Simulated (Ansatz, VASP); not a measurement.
**AlAu2 in VASP and in Ansatz**

```
CELL_PARAMETERS angstrom
-1.67151 1.67151 4.39908
1.67151 -1.67151 4.39908
1.67151 1.67151 -4.39908
ATOMIC_POSITIONS crystal
Al 0.00000 0.00000 0.00000
Au 0.65627 0.65627 0.00000
Au 0.34373 0.34373 0.00000
```

Alike in both runs: task electric field gradients; functional r2SCAN; k mesh 14 × 14 × 14; occupations fermi-dirac, width 0.05 eV; no spin polarisation.

|  | VASP | Ansatz |
| --- | --- | --- |
| version | VASP 6.6.1 | Ansatz 0.2.0 |
| potentials or method | VASP PAW PBE potentials, release 64 (Al, Au) | PAW with Ansatz's default frozen-core files, scalar-relativistic |
| plane-wave cutoff (eV) | 520 | 500 |
| valence electrons in the cell | 25 | 41 |

Ansatz gave:

* pressure (GPa): 0.0
* traceless stress, the component that is largest in VASP (GPa): 0.04
* rms of the force components (eV/Å): 0.003
* size of Vzz on the site where it differs most (V/Å²): 172.6

**Question.** Which values does VASP return?

**Answer.** Pressure (GPa): -0.1; traceless stress, the component that is largest in VASP (GPa): 0.09; rms of the force components (eV/Å): 0.009; size of Vzz on the site where it differs most (V/Å²): 190.5.

VASP's potentials were made for PBE, not for r2SCAN. Atom by atom the forces differ by 0.006 eV/Å (rms over components). With one functional, cell and mesh, what is left measures potentials, basis and numerics. VASP's potentials hold 25 valence electrons a cell and Ansatz's 41, so a difference there can come from the potentials and not from the codes.

Neither program's run includes spin-orbit coupling.
